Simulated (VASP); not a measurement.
# AlSi23HO48 (a cell with a defect) in VASP: notebook

AlSi23HO48 (a cell with a defect) is run at these levels: r2SCAN; tasks: single point.

Program: VASP 6.6.1. These are calculated values, not measurements. Logs are shortened: lines on timing, memory, paths and dates and some standing lists are left out, and cuts for length are marked.

## Step 1: The cell of the first run

The cell holds a defect, 73 atoms: a = 9.832 Å, b = 9.832 Å, c = 10.818 Å, α = 90.00°, β = 90.00°, γ = 120.00°.

## Step 2: Single point, r2SCAN

The input, POSCAR:

```
AlSi23HO48
1.0
    9.8316000000      0.0000000000      0.0000000000
   -4.9158000000      8.5144150000      0.0000000000
    0.0000000000      0.0000000000     10.8182000000
Si O Al H
23 48 1 1
Direct
    0.2665240000      0.0059135000      0.1655480000
    0.0047801000      0.2668430000      0.3336890000
    0.2385990000      0.2405240000      0.9993619200
    0.2643930000      0.9914680000      0.6636310000
    0.9894460000      0.2647620000      0.8359160000
    0.2293890000      0.2223500000      0.5039390000
    0.2727950000      0.5039720000      0.1701260000
    0.0007480400      0.7714690000      0.3320030000
    0.2399190000      0.7394080000      0.0036103000
    0.0005861100      0.7613600000      0.8352580000
    0.2367220000      0.7327650000      0.4952940000
    0.7737470000      0.0013135000      0.1675400000
    0.4994380000      0.2689920000      0.3361520000
    0.7231280000      0.2276360000      0.0052600000
    0.7672260000      0.0003560100      0.6682640000
    0.4965340000      0.2621350000      0.8323230000
    0.7339230000      0.2294280000      0.4977480000
    0.7650270000      0.5009460000      0.1701520000
    0.5060110000      0.7694440000      0.3373120000
    0.7350110000      0.7342260000      0.0017393000
    0.7695000000      0.4946490000      0.6683140000
    0.5049940000      0.7715690000      0.8364450000
    0.7366290000      0.7353900000      0.5035120000
    0.0669300000      0.1970330000      0.4418620000
    0.3005170000      0.3678670000      0.1107810000
    0.1415150000      0.4331920000      0.2788680000
    0.2055230000      0.0726220000      0.0529050000
    0.3638220000      0.2956960000      0.3956590000
    0.4304760000      0.1432870000      0.2228400000
    0.0774410000      0.2214290000      0.9403120000
    0.2816500000      0.3345550000      0.6226230000
    0.1127490000      0.4436080000      0.7736440000
    0.2025460000      0.0517640000      0.5480320000
    0.3666400000      0.3006510000      0.8886370000
    0.4259760000      0.1307370000      0.7237120000
    0.0744250000      0.7148220000      0.4404160000
    0.2990230000      0.8705150000      0.1122040000
    0.1321980000      0.9367910000      0.2719290000
    0.2122820000      0.5747800000      0.0606630000
    0.3722160000      0.8059320000      0.3878360000
    0.4380460000      0.6385040000      0.2276310000
    0.0725450000      0.7073100000      0.9477570000
    0.2961460000      0.8548910000      0.6125940000
    0.1305640000      0.9238230000      0.7720150000
    0.2046780000      0.5650810000      0.5413850000
    0.3666500000      0.8003610000      0.8916470000
    0.4446260000      0.6419540000      0.7304500000
    0.5694620000      0.2032300000      0.4422660000
    0.7877240000      0.3607110000      0.1128000000
    0.6375250000      0.4354250000      0.2820770000
    0.7013660000      0.0652280000      0.0614060000
    0.8647800000      0.2916250000      0.3887050000
    0.9390500000      0.1430300000      0.2186820000
    0.5593170000      0.1980150000      0.9456520000
    0.7972430000      0.3592890000      0.6087090000
    0.6382200000      0.4247080000      0.7766210000
    0.7041580000      0.0647460000      0.5563510000
    0.8528310000      0.2900690000      0.8935630000
    0.9329220000      0.1411050000      0.7233450000
    0.5690300000      0.7046840000      0.4500810000
    0.8090660000      0.8707120000      0.1071580000
    0.6493380000      0.9307470000      0.2810300000
    0.7023520000      0.5687240000      0.0603190000
    0.8621690000      0.7960110000      0.3902950000
    0.9317650000      0.6379980000      0.2237340000
    0.5714880000      0.7153310000      0.9525590000
    0.7999120000      0.8658140000      0.6135890000
    0.6435860000      0.9394650000      0.7823920000
    0.7160940000      0.5738100000      0.5617710000
    0.8581930000      0.7836980000      0.8863920000
    0.9385760000      0.6183740000      0.7325650000
    0.2790850000      0.5026830000      0.6579390000
    0.0555845300      0.5056806300      0.7577358800
```

The input, INCAR.step1:

```
PREC = Accurate ; ENCUT = 520
ISMEAR = 0 ; SIGMA = 0.02
LREAL = Auto ; LASPH = T
NELM = 100 ; NBANDS = 234
GGA = PE ; ALGO = Normal
EDIFF = 1E-4 ; LWAVE = T
LCHARG = F
```

The input, INCAR.step2:

```
PREC = Accurate ; ENCUT = 520
EDIFF = 1E-6 ; ISMEAR = 0
SIGMA = 0.02 ; LREAL = Auto
LASPH = T ; NELM = 100
ALGO = Normal ; ISIF = 2
LWAVE = F ; LCHARG = F
METAGGA = R2SCAN ; LMIXTAU = T
NBANDS = 234 ; ISTART = 1
```

The input, KPOINTS:

```
Automatic mesh
0
Gamma
  1 1 1
```

Potentials or basis: VASP PAW PBE potentials, release 64 (Si, O, Al, H).

Launch:

```
$ cat potpaw_PBE.64/Si/POTCAR potpaw_PBE.64/O/POTCAR potpaw_PBE.64/Al/POTCAR potpaw_PBE.64/H/POTCAR > POTCAR
$ cp INCAR.step1 INCAR
$ mpirun -np 1 vasp_gam > vasp.out
$ cp INCAR.step2 INCAR
$ mpirun -np 1 vasp_gam > vasp.out
```

OUTCAR:

```text
PREC = Accurate
   ENCUT = 520
   EDIFF = 1E-6
   ISMEAR = 0
   LREAL = Auto
   LASPH = T
   NELM = 100
   ISIF = 2
   METAGGA = R2SCAN
   ISTART = 1

 ion  position               nearest neighbor table
   1  0.267  0.006  0.166-  29 1.62  37 1.62  38 1.62  27 1.63   3 3.04   9 3.05   8 3.06  13 3.07

   2  0.005  0.267  0.334-  24 1.62  26 1.62  52 1.63  53 1.63  12 3.05   7 3.06  17 3.07   6 3.07

   3  0.239  0.241  0.999-  34 1.62  25 1.62  27 1.62  30 1.63  16 3.03   1 3.04   7 3.06   5 3.13

   4  0.264  0.991  0.664-  43 1.62  33 1.63  35 1.63  44 1.64   6 3.01  11 3.03  10 3.07  16 3.09

   5  0.989  0.265  0.836-  30 1.60  58 1.61  59 1.61  32 1.70  15 3.02  14 3.06   3 3.13
   6  0.229  0.222  0.504-  31 1.60  24 1.63  33 1.63  28 1.64   4 3.01  72 3.04  13 3.06   2 3.07

   7  0.273  0.504  0.170-  41 1.62  26 1.62  25 1.63  39 1.63  19 3.06   3 3.06   2 3.06   9 3.07

   8  0.001  0.771  0.332-  36 1.62  38 1.62  64 1.63  65 1.63  18 3.06   1 3.06  23 3.06  11 3.09
[... 31 lines left out ...]
  24  0.067  0.197  0.442-   2 1.62   6 1.63
  25  0.301  0.368  0.111-   3 1.62   7 1.63
  26  0.142  0.433  0.279-   2 1.62   7 1.62
  27  0.206  0.073  0.053-   3 1.62   1 1.63
  28  0.364  0.296  0.396-  13 1.62   6 1.64
  29  0.430  0.143  0.223-   1 1.62  13 1.63
  30  0.077  0.221  0.940-   5 1.60   3 1.63
  31  0.282  0.335  0.623-   6 1.60  72 1.71
  32  0.113  0.444  0.774-  73 1.03   5 1.70  72 1.90
  33  0.203  0.052  0.548-   4 1.63   6 1.63
  34  0.367  0.301  0.889-   3 1.62  16 1.62
  35  0.426  0.131  0.724-  16 1.62   4 1.63
  36  0.074  0.715  0.440-   8 1.62  11 1.63
  37  0.299  0.871  0.112-   9 1.62   1 1.62
  38  0.132  0.937  0.272-   1 1.62   8 1.62
[... 31 lines left out ...]
  70  0.858  0.784  0.886-  10 1.62  20 1.63
  71  0.939  0.618  0.733-  21 1.64  10 1.65
  72  0.279  0.503  0.658-  47 1.71  31 1.71  45 1.72  32 1.90   6 3.04  11 3.05  22 3.13
  73  0.056  0.506  0.758-  32 1.03

  LATTYP: Found a hexagonal cell.
 ALAT       =     9.8316000000
 C/A-ratio  =     1.1003498922

  Lattice vectors:

 A1 = (   9.8316000000,   0.0000000000,   0.0000000000)
 A2 = (  -4.9158000000,   8.5144150000,   0.0000000000)
 A3 = (   0.0000000000,   0.0000000000,  10.8182000000)

Analysis of symmetry for initial positions (statically):
=====================================================================
 Subroutine PRICEL returns:
 Original cell was already a primitive cell.

 Routine SETGRP: Setting up the symmetry group for a
 hexagonal supercell.

 Subroutine GETGRP returns: Found  1 space group operations
 (whereof  1 operations were pure point group operations)
 out of a pool of 24 trial point group operations.

The static configuration has the point symmetry C_1 .

Analysis of symmetry for dynamics (positions and initial velocities):
=====================================================================
 Subroutine PRICEL returns:
 Original cell was already a primitive cell.

 Routine SETGRP: Setting up the symmetry group for a
 hexagonal supercell.

 Subroutine GETGRP returns: Found  1 space group operations
 (whereof  1 operations were pure point group operations)
 out of a pool of 24 trial point group operations.

The dynamic configuration has the point symmetry C_1 .

 Subroutine INISYM returns: Found  1 space group operations
 (whereof  1 operations are pure point group operations),
 and found     1 'primitive' translations

----------------------------------------------------------------------------------------

                                     Primitive cell

  volume of cell :     905.5950

[... 171 lines left out ...]
     0.000000000  0.117447881  0.000000000     0.000000000  1.000000000  0.000000000
     0.000000000  0.000000000  0.092436819     0.000000000  0.000000000  1.000000000

  Length of vectors
     0.117447877  0.117447881  0.092436819

  Shift w.r.t. Gamma in fractional coordinates (k-lattice)
     0.000000000  0.000000000  0.000000000

 Subroutine IBZKPT returns following result:
 ===========================================

[... 33 lines left out ...]
   PSTRESS=    0.0 pullay stress
   NELECT =     384.0000    total number of electrons
   NUPDOWN=      -1.0000    fix difference up-down
   EMIN   =  10.00;   EMAX   =-10.00  energy-range for DOS
   EFERMI =   0.00;   METHOD = LEGACY
   ISMEAR =     0;   SIGMA  =   0.02  broadening in eV -4-tet -1-fermi 0-gaus
   EFERMI_NEDOS =   21; number of points for ismear=-14 and -15
   IALGO  =     38    algorithm
   IMIX   =      4    mixing-type and parameters
     AMIX     =   0.40;   BMIX     =  1.00
     AMIX_MAG =   1.60;   BMIX_MAG =  1.00
  volume/ion in A,a.u.               =      12.41        83.72
  Fermi-wavevector in a.u.,A,eV,Ry     =   1.229912  2.324196 20.581296  1.512683
  Thomas-Fermi vector in A             =   2.364781
   LORBIT       =      0    0 simple, 1 ext, 2 COOP (PROOUT), +10 PAW based schemes
   METAGGA = R2SCAN    functional components
   LHFCALC =     F    Hartree Fock is set to
   AEXX    =    0.0000 exact exchange contribution
   IVDW    =     0    specifies the selected vdW correction
   LEPSILON=     F    determine dielectric tensor
   LRPA    =     F    only Hartree local field effects (RPA)
 non-spin polarized calculation
 Gauss-broadening in eV      SIGMA  =   0.02
  energy-cutoff  :      520.00
  volume of cell :      905.60
 maximum number of plane-waves:     12195
 NGX is ok and might be reduce to    80
   NGX = 37   NGY = 37   NGZ = 41

 number of electron     383.9999997 magnetization

 Free energy of the ion-electron system (eV)
  ---------------------------------------------------
  ext. energy  EPLUGINS =         0.00000000
  ---------------------------------------------------
  free energy    TOTEN  =      -716.57815511 eV

  energy without entropy =     -716.57815511  energy(sigma->0) =     -716.57815511

 E-fermi :   1.1036     XC(G=0):  -9.7770

 val. band max:        0.9202608033   @ k =   0.0000   0.0000   0.0000
 cond. band min:       7.0805282845   @ k =   0.0000   0.0000   0.0000
 fundamental gap:      6.1602674812
 Fermi energy:         1.1035965589

 k-point     1 :       0.0000    0.0000    0.0000
  band No.  band energies     occupation
      1     -19.9287      2.00000
      2     -19.5631      2.00000
      3     -19.2796      2.00000
      4     -19.2145      2.00000
      5     -19.1601      2.00000
      6     -19.1514      2.00000
[... 196 lines left out ...]
    203      10.2913      0.00000
    204      10.2987      0.00000
 [bands above 204 left out]

------------------------ aborting loop because EDIFF is reached ----------------------------------------

  FORCE on cell =-STRESS in cart. coord.  units (eV):
  Direction    XX          YY          ZZ          XY          YZ          ZX
  --------------------------------------------------------------------------------------
  -------------------------------------------------------------------------------------
  Total      -18.2614544    -14.1720551    -14.4170645      1.7701837      1.0618389     -0.5568890
  in kB      -32.3081376    -25.0731785    -25.5066489      3.1318063      1.8786038     -0.9852472
  external PRESSURE =     -27.6293216 kB  Pullay stress =       0.0000000 kB

 VOLUME and BASIS-vectors are now :
 -----------------------------------------------------------------------------
  energy-cutoff  :      520.00
  volume of cell :      905.60
      direct lattice vectors                 reciprocal lattice vectors
     9.831600000  0.000000000  0.000000000     0.101712844  0.058723941  0.000000000
    -4.915800000  8.514415000  0.000000000     0.000000000  0.117447881  0.000000000
     0.000000000  0.000000000 10.818200000     0.000000000  0.000000000  0.092436819

 POSITION                                       TOTAL-FORCE (eV/Angst)
 -----------------------------------------------------------------------------------
      2.59129      0.05035      1.79093         0.031868      0.000364     -0.007130
     -1.26475      2.27201      3.60991        -0.022913      0.041396     -0.013547
      1.16344      2.04792     10.81130        -0.047980     -0.002305     -0.039646
     -2.27445      8.44177      7.17929         0.043124      0.012557      0.009057
      8.42632      2.25429      9.04311         0.042689      0.132995     -0.059675
      1.16223      1.89318      5.45171        -0.030350     -0.035989     -0.004292
[... 65 lines left out ...]
      0.27276      4.28005      7.11772        -0.064354     -0.057670      0.085585
     -1.93934      4.30557      8.19734         1.329723     -0.818638      0.256335
 -----------------------------------------------------------------------------------
    total drift:                                0.009633      0.011557      0.004124

  FREE ENERGIE OF THE ION-ELECTRON SYSTEM (eV)
  ---------------------------------------------------
  free  energy   TOTEN  =      -716.5781551107 eV

  energy  without entropy=     -716.5781551107  energy(sigma->0) =     -716.57815511
```

It took 39 min on 1 thread of Intel Xeon Platinum 8259CL at 2.50GHz (Skylake/Cascade Lake), shared host; peak memory 1.1 GiB.

What came out:

| Item | Value |
| --- | --- |
| Free energy | -716.5782 eV |
| Pressure | -2.8 GPa |
| Largest force | 1.582 eV/Å |
| Band gap on the k mesh | 6.16 eV |

Forces on the atoms (eV/Å):
```
Si   0.032  0.000 -0.007
Si  -0.023  0.041 -0.014
Si  -0.048 -0.002 -0.040
Si   0.043  0.013  0.009
Si   0.043  0.133 -0.060
Si  -0.030 -0.036 -0.004
Si   0.044 -0.015 -0.005
Si  -0.020  0.040 -0.001
Si  -0.008 -0.034  0.011
Si  -0.021  0.075  0.057
Si  -0.020 -0.035 -0.004
Si   0.042  0.017  0.002
Si  -0.015  0.033 -0.004
Si  -0.004 -0.029 -0.021
Si   0.074  0.035  0.004
Si  -0.050  0.047  0.013
Si  -0.010 -0.045 -0.005
Si   0.036 -0.010 -0.004
Si   0.006  0.033 -0.012
Si  -0.039 -0.038 -0.001
Si  -0.023 -0.067 -0.019
Si  -0.016  0.029  0.018
Si  -0.024 -0.028  0.011
O    0.121  0.237 -0.123
O   -0.262 -0.011 -0.138
O    0.142 -0.218 -0.148
O    0.152  0.226  0.166
O    0.121 -0.254  0.125
O   -0.246  0.007  0.151
O    0.089  0.159 -0.117
O   -0.131 -0.034 -0.282
O   -1.222  0.543 -0.282
O    0.122  0.233  0.191
O    0.135 -0.262  0.167
O   -0.251 -0.001  0.126
O    0.113  0.203 -0.141
O   -0.265 -0.024 -0.166
O    0.171 -0.219 -0.128
O    0.138  0.222  0.142
O    0.117 -0.272  0.162
O   -0.267  0.029  0.150
O    0.108  0.218 -0.188
O   -0.274  0.003 -0.176
O    0.164 -0.239 -0.125
O    0.069  0.297  0.075
O    0.116 -0.228  0.161
O   -0.182  0.130  0.159
O    0.114  0.243 -0.131
O   -0.261 -0.008 -0.133
O    0.137 -0.226 -0.162
O    0.151  0.218  0.132
O    0.116 -0.232  0.154
O   -0.250 -0.017  0.173
O    0.129  0.235 -0.142
O   -0.251  0.004 -0.120
O    0.158 -0.198 -0.161
O    0.138  0.225  0.142
O    0.105 -0.222  0.144
O   -0.302 -0.031  0.156
O    0.130  0.246 -0.161
O   -0.289 -0.048 -0.126
O    0.099 -0.208 -0.156
O    0.155  0.226  0.137
O    0.128 -0.220  0.148
O   -0.270  0.018  0.148
O    0.151  0.201 -0.174
O   -0.274 -0.022 -0.155
O    0.126 -0.238 -0.159
O    0.136  0.185  0.151
O    0.147 -0.197  0.161
O   -0.229  0.041  0.105
Al  -0.064 -0.058  0.086
H    1.330 -0.819  0.256
```

Stress tensor (GPa, compression positive):
```
-3.23  0.31 -0.10
 0.31 -2.51  0.19
-0.10  0.19 -2.55
```

Levels at points of the mesh, in eV from the valence-band top:
| k point | band 188 | band 189 | band 190 | band 191 | band 192 | band 193 | band 194 | band 195 | band 196 | band 197 |
| --- | --- | --- | --- | --- | --- | --- | --- | --- | --- | --- |
| (0.00, 0.00, 0.00) | -0.31 | -0.29 | -0.13 | -0.08 | 0.00 | 6.16 | 7.98 | 8.24 | 8.55 | 8.58 |

Caveat: the k points lie up to 0.74 Å⁻¹ apart; the PAW data sets were made with another functional, which shifts forces and pressure a little.

## Step 3: Single point, r2SCAN

POSCAR, as its differences from that of step 2:

```diff
@@ -80,2 +80,2 @@
     0.2790850000      0.5026830000      0.6579390000
-    0.0555845300      0.5056806300      0.7577358800
+    0.0511445700      0.5105018000      0.7565003000
```

The input, INCAR.step1:

```
SYSTEM = AlSi23HO48
PREC = Accurate
ENCUT = 520
ISMEAR = 0
SIGMA = 0.02
LREAL = Auto
LASPH = .TRUE.
NELM = 60
NBANDS = 234
GGA = PE
ALGO = Normal
EDIFF = 1E-4
LWAVE = .TRUE.
LCHARG = .FALSE.
```

The input, INCAR.step2:

```
SYSTEM = AlSi23HO48
PREC = Accurate
ENCUT = 520
EDIFF = 1E-7
ISMEAR = 0
SIGMA = 0.02
LREAL = Auto
LASPH = .TRUE.
NELM = 60
ALGO = Normal
ISIF = 2
LWAVE = .FALSE.
LCHARG = .TRUE.
METAGGA = R2SCAN
LMIXTAU = .TRUE.
LELF = .TRUE.
LVHAR = .TRUE.
NBANDS = 234
ISTART = 1
```

The input, KPOINTS:

```
regular mesh
0
G
  1 1 1
  0 0 0
```

Potentials or basis: VASP PAW PBE potentials, release 64 (Si, O, Al, H).

Launch:

```
$ cat potpaw_PBE.64/Si/POTCAR potpaw_PBE.64/O/POTCAR potpaw_PBE.64/Al/POTCAR potpaw_PBE.64/H/POTCAR > POTCAR
$ cp INCAR.step1 INCAR
$ mpirun -np 1 vasp_gam > vasp.out
$ cp INCAR.step2 INCAR
$ mpirun -np 1 vasp_gam > vasp.out
```

Run time: 37 min. Hardware: 1 thread of Intel Xeon Platinum 8259CL at 2.50GHz (Skylake/Cascade Lake), shared host; peak memory 1.1 GiB.

It converged, with:

| Item | Value |
| --- | --- |
| Free energy | -716.3789 eV |
| Pressure | -2.9 GPa |
| Largest force | 3.191 eV/Å |
| Band gap on the k mesh | 6.11 eV |

Forces in eV/Å, atoms in the order of the input:
```
Si   0.031  0.006 -0.010
Si  -0.015  0.043 -0.013
Si  -0.082  0.006 -0.055
Si   0.057  0.034 -0.012
Si   0.053  0.346 -0.157
Si  -0.042 -0.016  0.012
Si   0.039 -0.018 -0.015
Si  -0.018  0.045 -0.009
Si   0.034 -0.051  0.011
Si  -0.024  0.218  0.192
Si   0.009 -0.059 -0.011
Si   0.038  0.026 -0.002
Si  -0.023  0.031 -0.008
Si   0.022 -0.027 -0.042
Si   0.085  0.066  0.027
Si  -0.068  0.027  0.037
Si   0.002 -0.065 -0.020
Si   0.041 -0.020 -0.003
Si   0.002  0.031 -0.016
Si  -0.068 -0.042  0.022
Si  -0.141 -0.202 -0.101
Si  -0.027  0.012  0.000
Si  -0.047 -0.002 -0.004
O    0.120  0.234 -0.128
O   -0.258 -0.009 -0.132
O    0.141 -0.218 -0.146
O    0.159  0.218  0.170
O    0.127 -0.255  0.121
O   -0.245  0.007  0.153
O    0.115  0.130 -0.081
O   -0.106 -0.050 -0.305
O   -2.552  1.367 -0.541
O    0.126  0.221  0.196
O    0.154 -0.263  0.161
O   -0.252 -0.001  0.125
O    0.105  0.203 -0.136
O   -0.271 -0.026 -0.168
O    0.169 -0.222 -0.125
O    0.134  0.231  0.149
O    0.115 -0.267  0.161
O   -0.264  0.032  0.153
O    0.073  0.212 -0.226
O   -0.285  0.006 -0.167
O    0.149 -0.278 -0.123
O    0.057  0.328  0.036
O    0.107 -0.220  0.168
O   -0.159  0.152  0.160
O    0.117  0.246 -0.125
O   -0.267 -0.001 -0.126
O    0.137 -0.223 -0.160
O    0.150  0.212  0.139
O    0.108 -0.230  0.159
O   -0.251 -0.020  0.175
O    0.119  0.239 -0.148
O   -0.262  0.046 -0.096
O    0.189 -0.161 -0.177
O    0.131  0.229  0.136
O    0.047 -0.247  0.185
O   -0.316 -0.090  0.136
O    0.140  0.244 -0.157
O   -0.283 -0.055 -0.133
O    0.100 -0.209 -0.155
O    0.157  0.230  0.131
O    0.128 -0.225  0.153
O   -0.270  0.020  0.149
O    0.164  0.202 -0.169
O   -0.264 -0.040 -0.162
O    0.124 -0.241 -0.159
O    0.167  0.183  0.184
O    0.181 -0.215  0.122
O   -0.043 -0.042  0.105
Al  -0.181 -0.088  0.177
H    2.661 -1.685  0.515
```

Stress tensor (GPa, compression positive):
```
-3.52  0.50 -0.14
 0.50 -2.62  0.25
-0.14  0.25 -2.55
```

Levels at points of the mesh, in eV from the valence-band top:
```csv
k point,band 190,band 191,band 192,band 193,band 194,band 195
"(0.00, 0.00, 0.00)",-0.13,-0.08,0.00,6.11,7.75,8.22
```

Caveat: the k points lie up to 0.74 Å⁻¹ apart; the PAW data sets were made with another functional, which shifts forces and pressure a little.
